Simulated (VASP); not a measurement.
Input of a VASP 6.6.1 run:

Contents of INCAR:

```
SYSTEM = GdN
ALGO = Normal ; EDIFF = 1E-6
ENCUT = 520 ; GGA = PE
ISIF = 2 ; ISMEAR = 0
ISPIN = 2 ; LASPH = .TRUE.
LCHARG = .TRUE. ; LDAU = .TRUE.
LDAUJ = 0 0 ; LDAUL = 3 -1
LDAUPRINT = 1 ; LDAUTYPE = 2
LDAUU = 6 0 ; LELF = .TRUE.
LMAXMIX = 6 ; LORBIT = 11
LREAL = .FALSE. ; LVHAR = .TRUE.
LWAVE = .FALSE. ; MAGMOM = 7.56 7.56 -0.11 -0.11
NBANDS = 35 ; NELM = 150
PREC = Accurate ; SIGMA = 0.05
```

The input KPOINTS:

```
k-points
0
G
  8 8 8
  0 0 0
```

POSCAR

```
GdN
1.0
    4.2824969676      0.0000000000      0.0000000000
    0.0000000000      4.2824969676      0.0000000000
    0.0000000000      0.0000000000      3.4635580359
Gd N
2 2
Direct
    0.5000000000      0.0000000000      0.2609476544
    0.0000000000      0.5000000000      0.7390523456
    0.0000000000      0.0000000000      0.0000000000
    0.5000000000      0.5000000000      0.0000000000
```

Potentials or basis: VASP PAW PBE potentials, release 64 (Gd, N).

Run with:

```console
$ cat potpaw_PBE.64/Gd/POTCAR potpaw_PBE.64/N/POTCAR > POTCAR
$ mpirun -np 1 vasp_std > vasp.out
```

**Question.** Predict the largest force.

**Answer.** 0.047 eV/Å.

**Question.** Predict the site moments.

**Answer.** Gd +6.86; N -0.08 μB.

**Question.** Estimate the net moment.

**Answer.** 14.00 μB per cell.

**Question.** Estimate the pressure.

**Answer.** 3.1 GPa.

Forces on the atoms (eV/Å):
```
Gd   0.000  0.000  0.047
Gd   0.000  0.000 -0.047
N    0.000  0.000  0.000
N    0.000  0.000  0.000
```

Caveat: the cell stands under pressure.
